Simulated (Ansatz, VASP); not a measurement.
**WC: VASP beside Ansatz**

The input INCAR:

```
SYSTEM = WC
PREC = Accurate ; ENCUT = 600
EDIFF = 1E-7 ; ISMEAR = -1
SIGMA = 0.05 ; LREAL = .FALSE.
LASPH = .TRUE. ; NELM = 80
ALGO = Normal ; ISIF = 3
LWAVE = .FALSE. ; LCHARG = .FALSE.
GGA = PS ; IBRION = 2
NSW = 80 ; EDIFFG = -0.005
```

File KPOINTS:

```
regular mesh
0
G
  10 10 9
  0 0 0
```

Contents of POSCAR:

```
WC
1.0
    2.9065000000      0.0000000000      0.0000000000
   -1.4532500000      2.5171028361      0.0000000000
    0.0000000000      0.0000000000      2.8366000000
W C
1 1
Direct
    0.0000000000      0.0000000000      0.0000000000
    0.6666666667      0.3333333333      0.5000000000
```

input.yaml

```yaml
crystal:
  lattice:
    - [2.9065, 0.0, 0.0]
    - [-1.45325, 2.5171028361, 0.0]
    - [0.0, 0.0, 2.8366]
  atoms:
    - { symbol: W, position: [0.0, 0.0, 0.0] }
    - { symbol: C, position: [0.6666666667, 0.3333333333, 0.5] }
kpoints:
  mp_grid: { grid: [10, 10, 9] }
scf:
  occupations: { method: fermi_dirac, width: 0.05 }
hamiltonian:
  xc: pbesol
  pseudopotentials: { kind: all_electron, lapw: { basis_error: 0.001 } }
output:
  forces: true
  stress: true
relax:
  f_tol: 0.005
  max_steps: 60
  cell: {}
```

Alike in both runs: task relaxation of cell and atoms; functional PBEsol; k mesh 10 × 10 × 9; occupations fermi-dirac, width 0.05 eV; no spin polarisation.

|  | VASP | Ansatz |
| --- | --- | --- |
| version | VASP 6.6.1 | Ansatz 0.2.0 |
| potentials or method | VASP PAW PBE potentials, release 64 (W_sv, C), cutoff 600 eV | all-electron LAPW, scalar-relativistic |

Ansatz gave:

| Property | Result |
| --- | --- |
| relaxed volume (Å³/atom) | 10.29 |
| relaxed cell length with the largest relative difference (Å) | 2.826 |

Estimate VASP's values.

relaxed volume (Å³/atom): 10.32; relaxed cell length with the largest relative difference (Å): 2.830.

VASP's potentials were made for PBE, not for PBEsol. Ansatz ran all-electron here, and VASP with PAW potentials.

Neither program's run includes spin-orbit coupling.
